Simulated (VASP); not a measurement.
# FeSi (rocksalt type) (Fm-3m) in VASP: relaxation of cell and atoms with LDA

Aim: the relaxation of cell and atoms of FeSi (rocksalt type) with LDA.

Everything below comes from runs of VASP 6.6.1. Logs are shortened: lines on timing, memory, paths and dates and some standing lists are left out, and cuts for length are marked.

## Step 1: The cell of the first run

The structure is cubic, space group Fm-3m (No. 225). The conventional cell has a = 4.599 Å, b = 4.599 Å, c = 4.599 Å, α = 90.00°, β = 90.00°, γ = 90.00°. Fe (site symmetry m-3m) has 6 Si at 2.30 Å within 3.0 Å. Si (site symmetry m-3m) has 6 Fe at 2.30 Å within 3.0 Å.

## Step 2: Relaxation of cell and atoms, LDA, collinear spin, ferromagnetic start, target pressure -4.5 GPa, at which the enthalpy is minimised

Input file INCAR:

```
SYSTEM = FeSi
PREC     = Accurate       ! precision mode
ENCUT    = 600            ! plane-wave cutoff, eV
EDIFF    = 1E-6           ! SCF threshold, eV
ISMEAR   = -1             ! smearing method
SIGMA    = 0.08           ! smearing width, eV
LREAL    = .False.        ! projectors in reciprocal space
LASPH    = .True.         ! aspherical terms in the spheres
NELM     = 150            ! most SCF steps
ALGO     = Normal         ! electronic algorithm
ISIF     = 3              ! what is computed and relaxed
LWAVE    = .False.        ! write WAVECAR
LCHARG   = .False.        ! write CHGCAR
ISPIN    = 2              ! spin polarisation
MAGMOM   = 2.5 0          ! initial moments
LORBIT   = 11             ! projections on sites
LMAXMIX  = 4              ! l up to which the mixer works
GGA      = CA             ! functional
IBRION   = 2              ! ionic algorithm
NSW      = 60             ! ionic steps
EDIFFG   = -0.005         ! ionic threshold
PSTRESS  = -45.0
```

Input file KPOINTS:

```
Automatic mesh
0
Gamma
  14 14 14
  0 0 0
```

Input file POSCAR:

```
FeSi
1.0
    0.0000000000      2.2996671318      2.2996671318
    2.2996671318      0.0000000000      2.2996671318
    2.2996671318      2.2996671318      0.0000000000
Fe Si
1 1
Direct
    0.0000000000      0.0000000000      0.0000000000
    0.5000000000      0.5000000000      0.5000000000
```

Potentials or basis: VASP PAW LDA potentials, release 64 (Fe, Si).

On the command line:

```sh
cat potpaw_LDA.64/Fe/POTCAR potpaw_LDA.64/Si/POTCAR > POTCAR
mpirun -np 1 vasp_std > vasp.out
```

OUTCAR:

```text
SYSTEM = FeSi
   PREC = Accurate
   ENCUT = 600
   EDIFF = 1E-6
   ISMEAR = -1
   LREAL = .False.
   LASPH = .True.
   NELM = 150
   ISIF = 3
   ISPIN = 2
   LORBIT = 11
   GGA = CA
   IBRION = 2
   NSW = 60
   EDIFFG = -0.005
   PSTRESS = -45.0

 ion  position               nearest neighbor table
   1  0.000  0.000  0.000-   2 2.30   2 2.30   2 2.30   2 2.30   2 2.30   2 2.30
   2  0.500  0.500  0.500-   1 2.30   1 2.30   1 2.30   1 2.30   1 2.30   1 2.30

  LATTYP: Found a face centered cubic cell.
 ALAT       =     4.5993342636

  Lattice vectors:

 A1 = (   0.0000000000,   2.2996671318,   2.2996671318)
 A2 = (   2.2996671318,   0.0000000000,   2.2996671318)
 A3 = (   2.2996671318,   2.2996671318,   0.0000000000)

Analysis of symmetry for initial positions (statically):
=====================================================================
 Subroutine PRICEL returns:
 Original cell was already a primitive cell.

 Routine SETGRP: Setting up the symmetry group for a
 face centered cubic supercell.

 Subroutine GETGRP returns: Found 48 space group operations
 (whereof 48 operations were pure point group operations)
 out of a pool of 48 trial point group operations.

The static configuration has the point symmetry O_h .

Analysis of symmetry for dynamics (positions and initial velocities):
=====================================================================
 Subroutine PRICEL returns:
 Original cell was already a primitive cell.

 Routine SETGRP: Setting up the symmetry group for a
 face centered cubic supercell.

 Subroutine GETGRP returns: Found 48 space group operations
 (whereof 48 operations were pure point group operations)
 out of a pool of 48 trial point group operations.

The dynamic configuration has the point symmetry O_h .

Analysis of structural, dynamic, and magnetic symmetry:
=====================================================================
 Subroutine PRICEL returns:
 Original cell was already a primitive cell.

 Routine SETGRP: Setting up the symmetry group for a
 face centered cubic supercell.

 Subroutine GETGRP returns: Found 48 space group operations
 (whereof 48 operations were pure point group operations)
 out of a pool of 48 trial point group operations.

The overall configuration has the point symmetry O_h .

 Subroutine INISYM returns: Found 48 space group operations
 (whereof 48 operations are pure point group operations),
 and found     1 'primitive' translations

----------------------------------------------------------------------------------------

                                     Primitive cell

  volume of cell :      24.3234

  direct lattice vectors                    reciprocal lattice vectors
     0.000000000  2.299667132  2.299667132    -0.217422771  0.217422771  0.217422771
     2.299667132  0.000000000  2.299667132     0.217422771 -0.217422771  0.217422771
     2.299667132  2.299667132  0.000000000     0.217422771  0.217422771 -0.217422771

  length of vectors
     3.252220447  3.252220447  3.252220447     0.376587286  0.376587286  0.376587286

  position of ions in fractional coordinates (direct lattice)
     0.000000000  0.000000000  0.000000000
     0.500000000  0.500000000  0.500000000

  ion indices of the primitive-cell ions
   primitive index   ion index
                 1           1
                 2           2

----------------------------------------------------------------------------------------

 KPOINTS: Automatic mesh

Automatic generation of k-mesh.
 Grid dimensions read from file:
 generate k-points for:   14   14   14

 Generating k-lattice:

  Cartesian coordinates                     Fractional coordinates (reciprocal lattice)
    -0.015530198  0.015530198  0.015530198     0.071428571  0.000000000  0.000000000
     0.015530198 -0.015530198  0.015530198     0.000000000  0.071428571  0.000000000
     0.015530198  0.015530198 -0.015530198     0.000000000  0.000000000  0.071428571

  Length of vectors
     0.026899092  0.026899092  0.026899092

  Shift w.r.t. Gamma in fractional coordinates (k-lattice)
     0.000000000  0.000000000  0.000000000

 Subroutine IBZKPT returns following result:
 ===========================================

 Found    104 irreducible k-points:

 Following reciprocal coordinates:
            Coordinates               Weight
  0.000000  0.000000  0.000000      1.000000
  0.071429  0.000000  0.000000      8.000000
  0.142857  0.000000  0.000000      8.000000
  0.214286  0.000000  0.000000      8.000000
  0.285714  0.000000  0.000000      8.000000
  0.357143  0.000000  0.000000      8.000000
[... 16 lines left out ...]
  0.214286  0.142857  0.000000     24.000000
  0.285714  0.142857  0.000000     24.000000
 [... further k-points ...]
   k-points           NKPTS =    104   k-points in BZ     NKDIM =    104   number of bands    NBANDS=     11
   number of dos      NEDOS =    301   number of ions     NIONS =      2
   total plane-waves  NPLWV =  21952
   dimension x,y,z NGX =    28 NGY =   28 NGZ =   28
   dimension x,y,z NGXF=    56 NGYF=   56 NGZF=   56
   ions per type =               1   1
   NGX,Y,Z   is equivalent  to a cutoff of  14.31, 14.31, 14.31 a.u.
   NGXF,Y,Z  is equivalent  to a cutoff of  28.63, 28.63, 28.63 a.u.
 SYSTEM =  FeSi
   PREC   = accura    normal or accurate (medium, high low for compatibility)
   ISTART =      0    job   : 0-new  1-cont  2-samecut
   ICHARG =      2    charge: 1-file 2-atom 10-const
   ISPIN  =      2    spin polarized calculation?
   LNONCOLLINEAR =      F non collinear calculations
   LSORBIT =      F    spin-orbit coupling
   LASPH  =      T    aspherical Exc in radial PAW
   ENCUT  =  600.0 eV  44.10 Ry    6.64 a.u.   6.50  6.50  6.50*2*pi/ulx,y,z
   NELM   =    150;   NELMIN=  2; NELMDL= -5     # of ELM steps
   EDIFF  = 0.1E-05   stopping-criterion for ELM
   LREAL  =      F    real-space projection
   EDIFFG = -.5E-02   stopping-criterion for IOM
   NSW    =     60    number of steps for IOM
   IBRION =      2    ionic relax: 0-MD 1-quasi-New 2-CG
   NFREE  =      1    steps in history (QN), initial steepest desc. (CG)
   ISIF   =      3    stress and relaxation
   ISYM   =      2    0-nonsym 1-usesym 2-fastsym
   POTIM  = 0.5000    time-step for ionic-motion
   TEBEG  =    0.0;   TEEND  =   0.0 temperature during run
   PSTRESS=  -45.0 pullay stress
   NELECT =      12.0000    total number of electrons
   NUPDOWN=      -1.0000    fix difference up-down
   EMIN   =  10.00;   EMAX   =-10.00  energy-range for DOS
   EFERMI =   0.00;   METHOD = LEGACY
   ISMEAR =    -1;   SIGMA  =   0.08  broadening in eV -4-tet -1-fermi 0-gaus
   EFERMI_NEDOS =   21; number of points for ismear=-14 and -15
   IALGO  =     38    algorithm
   IMIX   =      4    mixing-type and parameters
     AMIX     =   0.40;   BMIX     =  1.00
     AMIX_MAG =   1.60;   BMIX_MAG =  1.00
  volume/ion in A,a.u.               =      12.16        82.07
  Fermi-wavevector in a.u.,A,eV,Ry     =   1.293581  2.444513 22.767331  1.673352
  Thomas-Fermi vector in A             =   2.425218
   LORBIT       =     11    0 simple, 1 ext, 2 COOP (PROOUT), +10 PAW based schemes
   GGA     = CA    functional components
   LHFCALC =     F    Hartree Fock is set to
   AEXX    =    0.0000 exact exchange contribution
   IVDW    =     0    specifies the selected vdW correction
   LEPSILON=     F    determine dielectric tensor
   LRPA    =     F    only Hartree local field effects (RPA)
 conjugate gradient relaxation of ions
 spin polarized calculation
  energy-cutoff  :      600.00
  volume of cell :       24.32
 maximum number of plane-waves:       869
 NGX is ok and might be reduce to    28
   NGX = 13   NGY = 13   NGZ = 13

--------------------------------------- Ionic step        1  -------------------------------------------

 number of electron      12.0000002 magnetization      -0.0031111

 number of electron      12.0000002 magnetization       0.0002271

 Free energy of the ion-electron system (eV)
  ---------------------------------------------------
  ext. energy  EPLUGINS =         0.00000000
  ---------------------------------------------------
  free energy    TOTEN  =       -15.02339049 eV

  energy without entropy =      -14.98573804  energy(sigma->0) =      -15.00456426

------------------------ aborting loop because EDIFF is reached ----------------------------------------

  FORCE on cell =-STRESS in cart. coord.  units (eV):
  Direction    XX          YY          ZZ          XY          YZ          ZX
  --------------------------------------------------------------------------------------
  -------------------------------------------------------------------------------------
  Total       -0.5854418     -0.5854418     -0.5854418     -0.0000000     -0.0000000      0.0000000
  in kB      -38.5628752    -38.5628752    -38.5628752     -0.0000000     -0.0000000      0.0000000
  external PRESSURE =       6.4371248 kB  Pullay stress =     -45.0000000 kB
[... 63 lines left out ...]
--------------------------------------- Ionic step        3  -------------------------------------------

 number of electron      12.0000002 magnetization      -0.0000072

 number of electron      12.0000002 magnetization       0.0000069

 Free energy of the ion-electron system (eV)
  ---------------------------------------------------
  ext. energy  EPLUGINS =         0.00000000
  ---------------------------------------------------
  free energy    TOTEN  =       -15.02108191 eV

  energy without entropy =      -14.98305741  energy(sigma->0) =      -15.00206966

 E-fermi :   8.4624     XC(G=0): -12.3859

 val. band max:        8.4345020679   @ k =  -0.3571   0.4286   0.1429
 cond. band min:       8.4759976191   @ k =  -0.2857   0.4286   0.2143
 fundamental gap:      0.0414955512
 Fermi energy:         8.4623658333

 spin component 1

 k-point     1 :       0.0000    0.0000    0.0000
  band No.  band energies     occupation
      1      -3.8425      1.00000
      2       6.7419      1.00000
      3       6.7419      1.00000
      4       6.7419      1.00000
      5       6.9012      1.00000
      6       6.9012      1.00000
      7      13.0844      0.00000
      8      13.0844      0.00000
      9      13.0844      0.00000
     10      19.8140      0.00000
     11      19.8140      0.00000
[... 309 lines left out ...]
 k-point    24 :       0.2857    0.1429    0.0000
  band No.  band energies     occupation
      1      -2.3167      1.00000
      2       5.3428      1.00000
      3       5.8463      1.00000
      4       6.4318      1.00000
      5       7.1378      1.00000
      6       7.4595      1.00000
      7      10.4879      0.00000
      8      12.2418      0.00000
      9      14.1872      0.00000
     10      16.5860      0.00000
     11      17.6294      0.00000

 [... further k-points ...]

 spin component 2

 k-point     1 :       0.0000    0.0000    0.0000
  band No.  band energies     occupation
      1      -3.8425      1.00000
      2       6.7419      1.00000
      3       6.7419      1.00000
      4       6.7419      1.00000
      5       6.9012      1.00000
      6       6.9012      1.00000
      7      13.0844      0.00000
      8      13.0844      0.00000
      9      13.0844      0.00000
     10      19.8140      0.00000
     11      19.8140      0.00000
[... 351 lines left out ...]
  FREE ENERGIE OF THE ION-ELECTRON SYSTEM (eV)
  ---------------------------------------------------
  free  energy   TOTEN  =       -15.0210819093 eV

  energy  without entropy=      -14.9830574097  energy(sigma->0) =      -15.00206966

  enthalpy is  TOTEN    =       -15.7067357794 eV   P V=       -0.6856538701

 reached required accuracy - stopping structural energy minimisation

 total charge

# of ion       s       p       d       tot
------------------------------------------
    1        0.421   0.487   6.717   7.625
    2        0.798   0.906   0.000   1.704
--------------------------------------------------
tot          1.219   1.393   6.717   9.329

 magnetization (x)

# of ion       s       p       d       tot
------------------------------------------
    1       -0.000   0.000  -0.000  -0.000
    2        0.000   0.000   0.000   0.000
--------------------------------------------------
tot          0.000   0.000  -0.000  -0.000
```

Wall time 3.8 min (1 thread of Intel Xeon 8259CL, shared host); peak memory 0.21 GiB.

What came out:

```yaml
Free_energy: -15.0211 eV
Relaxed_volume: 12.21 Å³/atom
Relaxed_cell: a = 3.256 Å, b = 3.256 Å, c = 3.256 Å, α = 60.00°, β = 60.00°, γ = 60.00°
Space_group_after_relaxing_to_0.1_Å: Fm-3m (No. 225)
Energy_change_on_relaxing_the_run_minimises_the_enthalpy: +1.2 meV/atom
Ionic_steps: 3
Pressure_after_relaxing: -4.5 GPa
Band_gap_on_the_k_mesh: zero (filled and empty bands overlap)
Net_moment: 0.00 μB per cell
Valence_electrons_inside_the_program's_atomic_spheres: Fe 7.62; Si 1.70
```

The path:
```
step  energy change (eV)  largest force (eV/Å)  pressure (GPa)  volume (Å³)
   1              0.0000                0.0000           -3.86        24.32
   2              0.0048                0.0000           -5.06        24.50
   3              0.0023                0.0000           -4.51        24.41
```

Final structure:
```cif
data_structure
_symmetry_space_group_name_H-M 'P 1'
_symmetry_Int_Tables_number 1
_cell_length_a 3.2562
_cell_length_b 3.2562
_cell_length_c 3.2562
_cell_angle_alpha 60.000
_cell_angle_beta 60.000
_cell_angle_gamma 60.000
_cell_volume 24.41
loop_
_atom_site_label
_atom_site_type_symbol
_atom_site_fract_x
_atom_site_fract_y
_atom_site_fract_z
_atom_site_occupancy
Fe1 Fe 0.00000 0.00000 0.00000 1
Si1 Si 0.50000 0.50000 0.50000 1
```

Levels at points of the mesh, in eV from the Fermi level:
Spin up:
| k point | band 4 | band 5 | band 6 | band 7 | band 8 | band 9 |
| --- | --- | --- | --- | --- | --- | --- |
| (0.00, 0.00, 0.00) | -1.72 | -1.56 | -1.56 | 4.62 | 4.62 | 4.62 |
| (0.50, 0.00, 0.00) | -2.91 | -0.43 | -0.43 | 0.38 | 7.14 | 7.14 |
| (0.50, 0.50, 0.00) | -1.00 | -0.14 | -0.14 | 0.20 | 0.20 | 0.90 |
Spin down:
```csv
k point,band 2,band 3,band 4,band 5,band 6,band 7,band 8,band 9,band 10,band 11
"(0.00, 0.00, 0.00)",-1.72,-1.72,-1.72,-1.56,-1.56,4.62,4.62,4.62,11.35,11.35
"(0.50, 0.00, 0.00)",-6.74,-2.91,-2.91,-0.43,-0.43,0.38,7.14,7.14,7.32,7.32
"(0.50, 0.50, 0.00)",-5.00,-3.13,-1.00,-0.14,-0.14,0.20,0.20,0.90,5.73,7.74
```

Caveat: the cell is relaxed towards a set pressure, so the run minimises the enthalpy, not the energy.
